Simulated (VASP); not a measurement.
# TePb (P6_3/mmc) in VASP: a series of runs, part 2 of 2

VASP 6.6.1. Earlier steps stand in the parts before.

### 3 Single point, PBEsol

This run uses another cell than the first one, of 33.91 Å³/atom.

INCAR reads:

```
SYSTEM = TePb
PREC = Accurate
ENCUT = 520
EDIFF = 1E-6
ISMEAR = -1
SIGMA = 0.02
LREAL = .False.
LASPH = .True.
NELM = 60
ALGO = Normal
ISIF = 2
LWAVE = .False.
LCHARG = .False.
GGA = PS
NBANDS = 28
```

KPOINTS reads:

```
regular mesh
0
Gamma
  6 6 4
  0 0 0
```

POSCAR reads:

```
TePb
1.0
    4.4757851991      0.0000000000      0.0000000000
   -2.2378925996      3.8761436843      0.0000000000
    0.0000000000      0.0000000000      7.8186912250
Pb Te
2 2
Direct
    0.0000000000      0.0000000000      0.0000000000
    0.0000000000      0.0000000000      0.5000000000
    0.3333333333      0.6666666667      0.2500000000
    0.6666666667      0.3333333333      0.7500000000
```

Potentials or basis: VASP PAW PBE potentials, release 64 (Pb_d, Te).

Launch:

```console
cat potpaw_PBE.64/Pb_d/POTCAR potpaw_PBE.64/Te/POTCAR > POTCAR
mpirun -np 1 vasp_std > vasp.out
```

OUTCAR:

```text
SYSTEM = TePb
   PREC = Accurate
   ENCUT = 520
   EDIFF = 1E-6
   ISMEAR = -1
   LREAL = .False.
   LASPH = .True.
   NELM = 60
   ISIF = 2
   GGA = PS

 ion  position               nearest neighbor table
   1  0.000  0.000  0.000-   3 3.24   4 3.24   4 3.24   3 3.24   4 3.24   3 3.24   2 3.91   2 3.91

   2  0.000  0.000  0.500-   3 3.24   4 3.24   4 3.24   3 3.24   4 3.24   3 3.24   1 3.91   1 3.91

   3  0.333  0.667  0.250-   1 3.24   2 3.24   1 3.24   2 3.24   1 3.24   2 3.24
   4  0.667  0.333  0.750-   1 3.24   2 3.24   1 3.24   2 3.24   1 3.24   2 3.24

  LATTYP: Found a hexagonal cell.
 ALAT       =     4.4757851991
 C/A-ratio  =     1.7468870549

  Lattice vectors:

 A1 = (   4.4757851991,   0.0000000000,   0.0000000000)
 A2 = (  -2.2378925996,   3.8761436843,   0.0000000000)
 A3 = (   0.0000000000,   0.0000000000,   7.8186912250)

Analysis of symmetry for initial positions (statically):
=====================================================================
 Subroutine PRICEL returns:
 Original cell was already a primitive cell.

 Routine SETGRP: Setting up the symmetry group for a
 hexagonal supercell.

 Subroutine GETGRP returns: Found 24 space group operations
 (whereof 12 operations were pure point group operations)
 out of a pool of 24 trial point group operations.

The static configuration has the point symmetry D_3d.
 The point group associated with its full space group is D_6h.

Analysis of symmetry for dynamics (positions and initial velocities):
=====================================================================
 Subroutine PRICEL returns:
 Original cell was already a primitive cell.

 Routine SETGRP: Setting up the symmetry group for a
 hexagonal supercell.

[... 119 lines left out ...]
   EFERMI =   0.00;   METHOD = LEGACY
   ISMEAR =    -1;   SIGMA  =   0.02  broadening in eV -4-tet -1-fermi 0-gaus
   EFERMI_NEDOS =   21; number of points for ismear=-14 and -15
   IALGO  =     38    algorithm
   IMIX   =      4    mixing-type and parameters
     AMIX     =   0.40;   BMIX     =  1.00
     AMIX_MAG =   1.60;   BMIX_MAG =  1.00
  volume/ion in A,a.u.               =      33.91       228.84
  Fermi-wavevector in a.u.,A,eV,Ry     =   1.089667  2.059172 16.155204  1.187374
  Thomas-Fermi vector in A             =   2.225875
   LORBIT       =      0    0 simple, 1 ext, 2 COOP (PROOUT), +10 PAW based schemes
   GGA     = PS    functional components
   LHFCALC =     F    Hartree Fock is set to
   AEXX    =    0.0000 exact exchange contribution
   IVDW    =     0    specifies the selected vdW correction
   LEPSILON=     F    determine dielectric tensor
   LRPA    =     F    only Hartree local field effects (RPA)
 non-spin polarized calculation
  energy-cutoff  :      520.00
  volume of cell :      135.64
 maximum number of plane-waves:      3683
 NGX is ok and might be reduce to    36
   NGX = 17   NGY = 17   NGZ = 29

 number of electron      39.9999995 magnetization

 Free energy of the ion-electron system (eV)
  ---------------------------------------------------
  ext. energy  EPLUGINS =         0.00000000
  ---------------------------------------------------
  free energy    TOTEN  =       -16.35748288 eV

  energy without entropy =      -16.35649147  energy(sigma->0) =      -16.35698718

 E-fermi :   5.9883     XC(G=0):  -9.4326

 val. band max:        5.9536319231   @ k =   0.0000   0.0000   0.0000
 cond. band min:       6.0029401626   @ k =   0.5000  -0.0000   0.0000
 fundamental gap:      0.0493082396
 Fermi energy:         5.9882918856

 k-point     1 :       0.0000    0.0000    0.0000
  band No.  band energies     occupation
      1     -11.2666      2.00000
      2     -11.2501      2.00000
      3     -11.2501      2.00000
      4     -11.2318      2.00000
      5     -11.2318      2.00000
      6     -11.2204      2.00000
[... 640 lines left out ...]
     27      11.9918      0.00000
     28      11.9918      0.00000

------------------------ aborting loop because EDIFF is reached ----------------------------------------

  FORCE on cell =-STRESS in cart. coord.  units (eV):
  Direction    XX          YY          ZZ          XY          YZ          ZX
  --------------------------------------------------------------------------------------
  -------------------------------------------------------------------------------------
  Total       -0.0302632     -0.0302632     -0.0484607      0.0000000     -0.0000000      0.0000000
  in kB       -0.3574557     -0.3574557     -0.5723967      0.0000000     -0.0000000      0.0000000
  external PRESSURE =      -0.4291027 kB  Pullay stress =       0.0000000 kB

 VOLUME and BASIS-vectors are now :
 -----------------------------------------------------------------------------
  energy-cutoff  :      520.00
  volume of cell :      135.64
      direct lattice vectors                 reciprocal lattice vectors
     4.475785199  0.000000000  0.000000000     0.223424484  0.128994186  0.000000000
    -2.237892600  3.876143684  0.000000000     0.000000000  0.257988372  0.000000000
     0.000000000  0.000000000  7.818691225     0.000000000  0.000000000  0.127898643

 POSITION                                       TOTAL-FORCE (eV/Angst)
 -----------------------------------------------------------------------------------
      0.00000      0.00000      0.00000        -0.000000      0.000000     -0.000000
      0.00000      0.00000      3.90935        -0.000000      0.000000     -0.000000
     -0.00000      2.58410      1.95467        -0.000000      0.000000     -0.000000
      2.23789      1.29205      5.86402         0.000000     -0.000000      0.000000
 -----------------------------------------------------------------------------------
    total drift:                               -0.000000      0.000000     -0.000000

  FREE ENERGIE OF THE ION-ELECTRON SYSTEM (eV)
  ---------------------------------------------------
  free  energy   TOTEN  =       -16.3574828818 eV

  energy  without entropy=      -16.3564914693  energy(sigma->0) =      -16.35698718
```

OSZICAR:

```text
N       E                     dE             d eps       ncg     rms          rms(c)
DAV:   1     0.380134059874E+03    0.38013E+03   -0.17724E+04  1176   0.140E+03
DAV:   2     0.212048151059E+02   -0.35893E+03   -0.34873E+03  1192   0.368E+02
DAV:   3    -0.150264131253E+02   -0.36231E+02   -0.35321E+02  1524   0.137E+02
DAV:   4    -0.165391726115E+02   -0.15128E+01   -0.15098E+01  1424   0.303E+01
DAV:   5    -0.166075163712E+02   -0.68344E-01   -0.68341E-01  1604   0.627E+00    0.477E+00
DAV:   6    -0.163683443157E+02    0.23917E+00   -0.49093E-01  1584   0.463E+00    0.325E+00
DAV:   7    -0.163592752865E+02    0.90690E-02   -0.18927E-01  1568   0.186E+00    0.103E+00
DAV:   8    -0.163572226097E+02    0.20527E-02   -0.25261E-02  1396   0.118E+00    0.389E-01
DAV:   9    -0.163575968082E+02   -0.37420E-03   -0.20502E-03  1344   0.308E-01    0.603E-02
DAV:  10    -0.163574770688E+02    0.11974E-03   -0.36039E-04  1504   0.143E-01    0.300E-02
DAV:  11    -0.163574925849E+02   -0.15516E-04   -0.23657E-04  1524   0.978E-02    0.502E-02
DAV:  12    -0.163574834579E+02    0.91271E-05   -0.37048E-05  1444   0.401E-02    0.237E-02
DAV:  13    -0.163574828818E+02    0.57601E-06   -0.38072E-06  1096   0.949E-03
   1 F= -.16357483E+02 E0= -.16356987E+02  d E =-.991413E-03
```

stdout:

```text
POSCAR found type information on POSCAR PbTe
 POSCAR found :  2 types and       4 ions
 scaLAPACK will be used
 -----------------------------------------------------------------------------
|                                                                             |
|                                                                             |
|     You enforced a specific xc type in the INCAR file but a different       |
|     I HOPE YOU KNOW WHAT YOU ARE DOING!                                     |
|                                                                             |
 -----------------------------------------------------------------------------

 LDA part: xc-table for (Slater+PW92), standard interpolation
 POSCAR, INCAR and KPOINTS ok, starting setup
 FFT: planning ... GRIDC
 FFT: planning ... GRID_SOFT
 FFT: planning ... GRID
 WAVECAR not read
 entering main loop
```

Run time: 2.5 min. Hardware: 1 thread of Intel Xeon 8259CL, shared host; peak memory 0.29 GiB.

What came out:

- Free energy: -16.3575 eV
- Pressure: 0.0 GPa
- Band gap on the k mesh: zero (bands 20 and 21 overlap by 0.08 eV)

Caveat: semilocal functionals underestimate gaps, so a narrow gap can read as zero; the PAW data sets were made with another functional, which shifts forces and pressure a little; spin-orbit coupling is left out, which moves the levels of the heavy elements.
